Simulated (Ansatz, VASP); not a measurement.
**NiO: VASP beside Ansatz**

```
Ni O
1.0
     0.00000    2.10819    2.10819
     2.10819    0.00000    2.10819
     2.10819    2.10819    0.00000
Ni O
1 1
Direct
  0.00000 0.00000 0.00000
  0.50000 0.50000 0.50000
```

Alike in both runs: functional PBE; k mesh 22 × 22 × 22; occupations gaussian, width 0.1 eV; collinear spin.

Ansatz relaxed the structure, and its values are those at the end. VASP's run is a single point on that final structure, the one shown.

```csv
,VASP,Ansatz
version,VASP 6.6.1,Ansatz 0.2.0
potentials or method,"VASP PAW PBE potentials, release 64 (Ni, O), cutoff 520 eV","scalar-relativistic, plane waves, PAW"
valence electrons in the cell,16,24
```

Ansatz gave:

```
gap on the k mesh at the Fermi level (eV)                     : none
pressure (GPa)                                                : 0.0
net moment per atom (μB)                                      : 0.90
size of the moment on the site where the two differ most (μB) : 0.29
```

Which values does VASP return?

gap on the k mesh at the Fermi level (eV): none; pressure (GPa): -0.5; net moment per atom (μB): 0.89; size of the moment on the site where the two differ most (μB): 0.27.

Site moments also hang on the region over which each program counts them. A gap of «none» marks a metal or a gap that the smearing closes. With one functional, cell and mesh, what is left measures potentials, basis and numerics. VASP's potentials hold 16 valence electrons a cell and Ansatz's 24, so a difference there can come from the potentials and not from the codes.
